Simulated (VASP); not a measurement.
# Sb in VASP: further runs, part 2 of 2

VASP 6.6.1. The steps go on from the part before.

**4. Electric field gradients, PBEsol (volume scaled by 1.06)**

The input, INCAR:

```
PREC     = Accurate       # precision mode
ENCUT    = 520            # plane-wave cutoff, eV
EDIFF    = 1E-8           # SCF threshold, eV
ISMEAR   = -1             # smearing method
SIGMA    = 0.05           # smearing width, eV
LREAL    = False          # projectors in reciprocal space
LASPH    = True           # aspherical terms in the spheres
NELM     = 60             # most SCF steps
ALGO     = Normal         # electronic algorithm
ISIF     = 2              # what is computed and relaxed
LWAVE    = False          # write WAVECAR
LCHARG   = False          # write CHGCAR
GGA      = PS             # functional
LEFG     = True         
NBANDS   = 8              # bands
```

The input, KPOINTS:

```
Automatic mesh
0
Gamma
  12 12 12
```

The input, POSCAR:

```
Sb
1.0
    0.0000000000      2.3502075557      2.3502075557
    2.3502075557      0.0000000000      2.3502075557
    2.3502075557      2.3502075557      0.0000000000
Sb
1
Direct
    0.0000000000      0.0000000000      0.0000000000
```

Potentials or basis: VASP PAW PBE potentials, release 64 (Sb).

Launch:

```bash
cat potpaw_PBE.64/Sb/POTCAR > POTCAR
mpirun -np 1 vasp_std > vasp.out
```

OUTCAR:

```text
PREC = Accurate
   ENCUT = 520
   EDIFF = 1E-8
   ISMEAR = -1
   LREAL = False
   LASPH = True
   NELM = 60
   ISIF = 2
   GGA = PS

 ion  position               nearest neighbor table
   1  0.000  0.000  0.000-

  LATTYP: Found a face centered cubic cell.
 ALAT       =     4.7004151114

  Lattice vectors:

 A1 = (   0.0000000000,   2.3502075557,   2.3502075557)
 A2 = (   2.3502075557,   0.0000000000,   2.3502075557)
 A3 = (   2.3502075557,   2.3502075557,   0.0000000000)

Analysis of symmetry for initial positions (statically):
=====================================================================
 Subroutine PRICEL returns:
 Original cell was already a primitive cell.

 Routine SETGRP: Setting up the symmetry group for a
 face centered cubic supercell.

 Subroutine GETGRP returns: Found 48 space group operations
 (whereof 48 operations were pure point group operations)
 out of a pool of 48 trial point group operations.

The static configuration has the point symmetry O_h .

Analysis of symmetry for dynamics (positions and initial velocities):
=====================================================================
 Subroutine PRICEL returns:
 Original cell was already a primitive cell.

 Routine SETGRP: Setting up the symmetry group for a
 face centered cubic supercell.

 Subroutine GETGRP returns: Found 48 space group operations
 (whereof 48 operations were pure point group operations)
 out of a pool of 48 trial point group operations.

The dynamic configuration has the point symmetry O_h .

 Subroutine INISYM returns: Found 48 space group operations
[... 145 lines left out ...]
 val. band max:        8.8711843429   @ k =   0.5000   0.4167   0.0833
 cond. band min:       8.8945282472   @ k =   0.5000   0.2500   0.0833
 fundamental gap:      0.0233439044
 Fermi energy:         8.8894961201

 k-point     1 :       0.0000    0.0000    0.0000
  band No.  band energies     occupation
      1      -4.3690      2.00000
      2      14.4472      0.00000
      3      14.4472      0.00000
      4      14.4472      0.00000
      5      18.9729      0.00000
      6      18.9729      0.00000
      7      18.9729      0.00000
      8      19.1097      0.00000
[... 243 lines left out ...]
 k-point    24 :      -0.4167    0.1667    0.0000
  band No.  band energies     occupation
      1      -0.0555      2.00000
      2       3.4427      2.00000
      3       9.3785      0.00011
      4      11.8133      0.00000
      5      15.6694      0.00000
      6      19.6794      0.00000
      7      19.8352      0.00000
      8      23.0442      0.00000

 [... further k-points ...]
[... 5 lines left out ...]
  --------------------------------------------------------------------------------------
  -------------------------------------------------------------------------------------
  Total        0.1209836      0.1209836      0.1209836     -0.0000000      0.0000000      0.0000000
  in kB        7.4660107      7.4660107      7.4660107     -0.0000000      0.0000000      0.0000000
  external PRESSURE =       7.4660107 kB  Pullay stress =       0.0000000 kB

 VOLUME and BASIS-vectors are now :
 -----------------------------------------------------------------------------
  energy-cutoff  :      520.00
  volume of cell :       25.96
      direct lattice vectors                 reciprocal lattice vectors
     0.000000000  2.350207556  2.350207556    -0.212747167  0.212747167  0.212747167
     2.350207556  0.000000000  2.350207556     0.212747167 -0.212747167  0.212747167
     2.350207556  2.350207556  0.000000000     0.212747167  0.212747167 -0.212747167

 POSITION                                       TOTAL-FORCE (eV/Angst)
 -----------------------------------------------------------------------------------
      0.00000      0.00000      0.00000        -0.000000     -0.000000      0.000000
 -----------------------------------------------------------------------------------
    total drift:                                0.000000      0.000000      0.000000

  FREE ENERGIE OF THE ION-ELECTRON SYSTEM (eV)
  ---------------------------------------------------
  free  energy   TOTEN  =        -4.2964924701 eV

  energy  without entropy=       -4.2890546217  energy(sigma->0) =       -4.29277355

 Electric field gradients (V/A^2)
---------------------------------------------------------------------
 ion       V_xx      V_yy      V_zz      V_xy      V_xz      V_yz
---------------------------------------------------------------------
   1       0.000     0.000    -0.000     0.000     0.000     0.000
---------------------------------------------------------------------

 Electric field gradients after diagonalization (V/A^2)
 (convention: |V_zz| > |V_xx| > |V_yy|)
----------------------------------------------------------------------
 ion       V_xx      V_yy      V_zz     asymmetry (V_yy - V_xx)/ V_zz
----------------------------------------------------------------------
   1      -0.000    -0.000     0.000       0.000
----------------------------------------------------------------------

           NMR quadrupolar parameters

 Cq : quadrupolar parameter    Cq=e*Q*V_zz/h
 eta: asymmetry parameters     (V_yy - V_xx)/ V_zz
 Q  : nuclear electric quadrupole moment in mb (millibarn)
----------------------------------------------------------------------
 ion       Cq(MHz)       eta       Q (mb)
----------------------------------------------------------------------
   1       0.000       0.000       1.000
----------------------------------------------------------------------
```

OSZICAR:

```text
N       E                     dE             d eps       ncg     rms          rms(c)
DAV:   1     0.331281645015E+01    0.33128E+01   -0.17379E+03  1176   0.415E+02
DAV:   2    -0.422361063104E+01   -0.75364E+01   -0.74495E+01  1656   0.506E+01
DAV:   3    -0.430345603021E+01   -0.79845E-01   -0.79329E-01  1424   0.557E+00
DAV:   4    -0.430364721397E+01   -0.19118E-03   -0.19118E-03  1712   0.333E-01
DAV:   5    -0.430364765934E+01   -0.44537E-06   -0.44546E-06  1552   0.108E-02    0.174E+00
DAV:   6    -0.429905144038E+01    0.45962E-02   -0.19442E-03  1392   0.209E-01    0.999E-01
DAV:   7    -0.429649953915E+01    0.25519E-02   -0.39244E-03  1320   0.296E-01    0.382E-02
DAV:   8    -0.429649296497E+01    0.65742E-05   -0.37713E-05  1544   0.496E-02    0.644E-03
DAV:   9    -0.429649293700E+01    0.27970E-07   -0.40706E-07  1704   0.492E-03    0.124E-03
DAV:  10    -0.429649257621E+01    0.36078E-06   -0.84848E-08  1456   0.151E-03    0.146E-03
DAV:  11    -0.429649247543E+01    0.10078E-06   -0.92618E-10  1536   0.253E-04    0.264E-04
DAV:  12    -0.429649247009E+01    0.53462E-08   -0.90759E-11   880   0.501E-05
   1 F= -.42964925E+01 E0= -.42927735E+01  d E =-.743785E-02
```

It took 15 s on 1 thread of Intel Xeon Platinum 8259CL at 2.50GHz (Skylake/Cascade Lake), shared host; peak memory 0.16 GiB.

Results:

```
Free energy : -4.2965 eV
Pressure    : 0.7 GPa
```

Caveat: without QUAD_EFG the Cq values of the log hold for a quadrupole moment of 1 mb, not for the nuclei; the PAW data sets were made with another functional, which shifts forces and pressure a little; spin-orbit coupling is left out, which moves the levels of the heavy elements.

**5. Electric field gradients, PBEsol (volume scaled by 1.06)**

The input, INCAR:

```
SYSTEM = Sb
PREC = Accurate ; ENCUT = 520
EDIFF = 1E-8 ; ISMEAR = -1
SIGMA = 0.05 ; LREAL = .FALSE.
LASPH = .TRUE. ; NELM = 80
ALGO = Normal ; ISIF = 2
LWAVE = .FALSE. ; LCHARG = .FALSE.
GGA = PS ; LEFG = .TRUE.
NBANDS = 8
```

The input, KPOINTS:

```
Automatic mesh
0
G
  12 12 12
  0 0 0
```

POSCAR is that of step 4.

Potentials or basis: VASP PAW PBE potentials, release 64 (Sb).

Launch:

```bash
cat potpaw_PBE.64/Sb/POTCAR > POTCAR
mpirun -np 1 vasp_std > vasp.out
```

OUTCAR:

```text
SYSTEM = Sb
   PREC = Accurate
   ENCUT = 520
   EDIFF = 1E-8
   ISMEAR = -1
   LREAL = .FALSE.
   LASPH = .TRUE.
   NELM = 80
   ISIF = 2
   GGA = PS

 ion  position               nearest neighbor table
   1  0.000  0.000  0.000-

  LATTYP: Found a face centered cubic cell.
 ALAT       =     4.7004151114

  Lattice vectors:

 A1 = (   0.0000000000,   2.3502075557,   2.3502075557)
 A2 = (   2.3502075557,   0.0000000000,   2.3502075557)
 A3 = (   2.3502075557,   2.3502075557,   0.0000000000)

Analysis of symmetry for initial positions (statically):
=====================================================================
 Subroutine PRICEL returns:
 Original cell was already a primitive cell.

 Routine SETGRP: Setting up the symmetry group for a
 face centered cubic supercell.

 Subroutine GETGRP returns: Found 48 space group operations
 (whereof 48 operations were pure point group operations)
 out of a pool of 48 trial point group operations.

The static configuration has the point symmetry O_h .

Analysis of symmetry for dynamics (positions and initial velocities):
=====================================================================
 Subroutine PRICEL returns:
 Original cell was already a primitive cell.

 Routine SETGRP: Setting up the symmetry group for a
 face centered cubic supercell.

 Subroutine GETGRP returns: Found 48 space group operations
 (whereof 48 operations were pure point group operations)
 out of a pool of 48 trial point group operations.

The dynamic configuration has the point symmetry O_h .

 Subroutine INISYM returns: Found 48 space group operations
 (whereof 48 operations are pure point group operations),
 and found     1 'primitive' translations
[... 145 lines left out ...]
 fundamental gap:      0.0233439044
 Fermi energy:         8.8894961201

 k-point     1 :       0.0000    0.0000    0.0000
  band No.  band energies     occupation
      1      -4.3690      2.00000
      2      14.4472      0.00000
      3      14.4472      0.00000
      4      14.4472      0.00000
      5      18.9729      0.00000
      6      18.9729      0.00000
      7      18.9729      0.00000
      8      19.1097      0.00000
[... 243 lines left out ...]
 k-point    24 :      -0.4167    0.1667    0.0000
  band No.  band energies     occupation
      1      -0.0555      2.00000
      2       3.4427      2.00000
      3       9.3785      0.00011
      4      11.8133      0.00000
      5      15.6694      0.00000
      6      19.6794      0.00000
      7      19.8352      0.00000
      8      23.0442      0.00000

 [... further k-points ...]
[... 5 lines left out ...]
  --------------------------------------------------------------------------------------
  -------------------------------------------------------------------------------------
  Total        0.1209836      0.1209836      0.1209836     -0.0000000      0.0000000      0.0000000
  in kB        7.4660107      7.4660107      7.4660107     -0.0000000      0.0000000      0.0000000
  external PRESSURE =       7.4660107 kB  Pullay stress =       0.0000000 kB

 VOLUME and BASIS-vectors are now :
 -----------------------------------------------------------------------------
  energy-cutoff  :      520.00
  volume of cell :       25.96
      direct lattice vectors                 reciprocal lattice vectors
     0.000000000  2.350207556  2.350207556    -0.212747167  0.212747167  0.212747167
     2.350207556  0.000000000  2.350207556     0.212747167 -0.212747167  0.212747167
     2.350207556  2.350207556  0.000000000     0.212747167  0.212747167 -0.212747167

 POSITION                                       TOTAL-FORCE (eV/Angst)
 -----------------------------------------------------------------------------------
      0.00000      0.00000      0.00000        -0.000000     -0.000000      0.000000
 -----------------------------------------------------------------------------------
    total drift:                                0.000000      0.000000      0.000000

  FREE ENERGIE OF THE ION-ELECTRON SYSTEM (eV)
  ---------------------------------------------------
  free  energy   TOTEN  =        -4.2964924701 eV

  energy  without entropy=       -4.2890546217  energy(sigma->0) =       -4.29277355

 Electric field gradients (V/A^2)
---------------------------------------------------------------------
 ion       V_xx      V_yy      V_zz      V_xy      V_xz      V_yz
---------------------------------------------------------------------
   1       0.000     0.000    -0.000     0.000     0.000     0.000
---------------------------------------------------------------------

 Electric field gradients after diagonalization (V/A^2)
 (convention: |V_zz| > |V_xx| > |V_yy|)
----------------------------------------------------------------------
 ion       V_xx      V_yy      V_zz     asymmetry (V_yy - V_xx)/ V_zz
----------------------------------------------------------------------
   1      -0.000    -0.000     0.000       0.000
----------------------------------------------------------------------

           NMR quadrupolar parameters

 Cq : quadrupolar parameter    Cq=e*Q*V_zz/h
 eta: asymmetry parameters     (V_yy - V_xx)/ V_zz
 Q  : nuclear electric quadrupole moment in mb (millibarn)
----------------------------------------------------------------------
 ion       Cq(MHz)       eta       Q (mb)
----------------------------------------------------------------------
   1       0.000       0.000       1.000
----------------------------------------------------------------------
```

OSZICAR:

```text
N       E                     dE             d eps       ncg     rms          rms(c)
DAV:   1     0.331281645015E+01    0.33128E+01   -0.17379E+03  1176   0.415E+02
DAV:   2    -0.422361063104E+01   -0.75364E+01   -0.74495E+01  1656   0.506E+01
DAV:   3    -0.430345603021E+01   -0.79845E-01   -0.79329E-01  1424   0.557E+00
DAV:   4    -0.430364721397E+01   -0.19118E-03   -0.19118E-03  1712   0.333E-01
DAV:   5    -0.430364765934E+01   -0.44537E-06   -0.44546E-06  1552   0.108E-02    0.174E+00
DAV:   6    -0.429905144038E+01    0.45962E-02   -0.19442E-03  1392   0.209E-01    0.999E-01
DAV:   7    -0.429649953915E+01    0.25519E-02   -0.39244E-03  1320   0.296E-01    0.382E-02
DAV:   8    -0.429649296497E+01    0.65742E-05   -0.37713E-05  1544   0.496E-02    0.644E-03
DAV:   9    -0.429649293700E+01    0.27970E-07   -0.40706E-07  1704   0.492E-03    0.124E-03
DAV:  10    -0.429649257621E+01    0.36078E-06   -0.84848E-08  1456   0.151E-03    0.146E-03
DAV:  11    -0.429649247543E+01    0.10078E-06   -0.92618E-10  1536   0.253E-04    0.264E-04
DAV:  12    -0.429649247009E+01    0.53462E-08   -0.90759E-11   880   0.501E-05
   1 F= -.42964925E+01 E0= -.42927735E+01  d E =-.743785E-02
```

Wall time 14 s (1 thread of Intel Xeon Platinum 8259CL at 2.50GHz (Skylake/Cascade Lake), shared host); peak memory 0.16 GiB.

What came out:

| Item | Value |
| --- | --- |
| Free energy | -4.2965 eV |
| Pressure | 0.7 GPa |

Caveat: without QUAD_EFG the Cq values of the log hold for a quadrupole moment of 1 mb, not for the nuclei; the PAW data sets were made with another functional, which shifts forces and pressure a little; spin-orbit coupling is left out, which moves the levels of the heavy elements.

**6. Electric field gradients, PBEsol (zz strain of +1 %)**

The input, INCAR:

```
SYSTEM = Sb
PREC = Accurate
ENCUT = 520
EDIFF = 1E-8
ISMEAR = -1
SIGMA = 0.05
LREAL = .FALSE.
LASPH = .TRUE.
NELM = 100
ALGO = Normal
ISIF = 2
LWAVE = .FALSE.
LCHARG = .FALSE.
GGA = PS
LEFG = .TRUE.
NBANDS = 8
```

The input, KPOINTS:

```
regular mesh
0
G
  12 12 12
  0 0 0
```

The input, POSCAR:

```
Sb
1.0
    0.0000000000      2.3050000000      2.3280500000
    2.3050000000      0.0000000000      2.3280500000
    2.3050000000      2.3050000000      0.0000000000
Sb
1
Direct
    0.0000000000      0.0000000000      0.0000000000
```

Potentials or basis: VASP PAW PBE potentials, release 64 (Sb).

Launch:

```bash
cat potpaw_PBE.64/Sb/POTCAR > POTCAR
mpirun -np 1 vasp_std > vasp.out
```

OUTCAR:

```text
SYSTEM = Sb
   PREC = Accurate
   ENCUT = 520
   EDIFF = 1E-8
   ISMEAR = -1
   LREAL = .FALSE.
   LASPH = .TRUE.
   NELM = 100
   ISIF = 2
   GGA = PS

 ion  position               nearest neighbor table
   1  0.000  0.000  0.000-

  LATTYP: Found a body centered tetragonal cell.
 ALAT       =     3.2597622613
 C/A-ratio  =     1.4283556980

  Lattice vectors:

 A1 = (  -2.3050000000,   0.0000000000,   2.3280500000)
 A2 = (   2.3050000000,   0.0000000000,   2.3280500000)
 A3 = (   0.0000000000,   2.3050000000,  -2.3280500000)

Analysis of symmetry for initial positions (statically):
[... 467 lines left out ...]

  FREE ENERGIE OF THE ION-ELECTRON SYSTEM (eV)
  ---------------------------------------------------
  free  energy   TOTEN  =        -4.2777436952 eV

  energy  without entropy=       -4.2710462358  energy(sigma->0) =       -4.27439497

 Electric field gradients (V/A^2)
---------------------------------------------------------------------
 ion       V_xx      V_yy      V_zz      V_xy      V_xz      V_yz
---------------------------------------------------------------------
   1      -1.356    -1.356     2.711     0.000    -0.000    -0.000
---------------------------------------------------------------------

 Electric field gradients after diagonalization (V/A^2)
 (convention: |V_zz| > |V_xx| > |V_yy|)
----------------------------------------------------------------------
 ion       V_xx      V_yy      V_zz     asymmetry (V_yy - V_xx)/ V_zz
----------------------------------------------------------------------
   1      -1.356    -1.356     2.711       0.000
----------------------------------------------------------------------

           NMR quadrupolar parameters

 Cq : quadrupolar parameter    Cq=e*Q*V_zz/h
 eta: asymmetry parameters     (V_yy - V_xx)/ V_zz
 Q  : nuclear electric quadrupole moment in mb (millibarn)
----------------------------------------------------------------------
 ion       Cq(MHz)       eta       Q (mb)
----------------------------------------------------------------------
   1       0.007       0.000       1.000
----------------------------------------------------------------------
```

Wall time 48 s (1 thread of AMD EPYC 7R43 (Zen 3), shared host); peak memory 0.12 GiB.

Results:

```yaml
Free_energy: -4.2777 eV
Pressure: 4.4 GPa
```

Stress tensor (GPa, compression positive):
```
4.31 0.00 0.00
0.00 4.31 0.00
0.00 0.00 4.49
```

Levels at points of the mesh, in eV from the Fermi level:
| k point | band 1 | band 2 | band 3 | band 4 | band 5 | band 6 |
| --- | --- | --- | --- | --- | --- | --- |
| (0.00, 0.00, 0.00) | -13.69 | 5.90 | 5.90 | 5.91 | 10.18 | 10.19 |
| (0.50, 0.00, 0.00) | -9.44 | -6.45 | 3.91 | 4.08 | 8.68 | 9.23 |
| (0.50, 0.50, 0.00) | -7.66 | -5.52 | 0.42 | 0.42 | 4.26 | 4.60 |
| (0.50, 0.00, 0.50) | -7.52 | -5.43 | 0.25 | 0.33 | 4.11 | 4.50 |

Electric field gradients, principal values (V/Å²):
```tsv
atom	least	middle	greatest (by size)
1 Sb	-1.356	-1.356	2.711
```

Caveat: the cell differs from its parent crystal (zz strain of +1 %); without QUAD_EFG the Cq values of the log hold for a quadrupole moment of 1 mb, not for the nuclei; the PAW data sets were made with another functional, which shifts forces and pressure a little; spin-orbit coupling is left out, which moves the levels of the heavy elements.

**7. The runs side by side**

```csv
cell,gap on the mesh (eV),pressure (GPa)
"a = 3.303 Å, angles 60.0°, 1 atom",none,2.1
"a = 3.324 Å, angles 60.0°, 1 atom",none,0.7
"a = 3.276, b = 3.276, c = 3.260 Å, angles 60.2, 60.2, 59.7°, 1 atom",none,4.4
```

Alike in all rows: task electric field gradients; level PBEsol; potentials or basis VASP PAW PBE potentials, release 64 (Sb); no spin polarisation; k mesh 12 × 12 × 12; cutoff (eV) 520; smearing fermi-dirac 0.05 eV.

Caveats: the PAW data sets were made with another functional, which shifts forces and pressure a little; spin-orbit coupling is left out, which moves the levels of the heavy elements.

Total energies depend on the potentials used, so only differences within one code and one set of settings carry meaning.
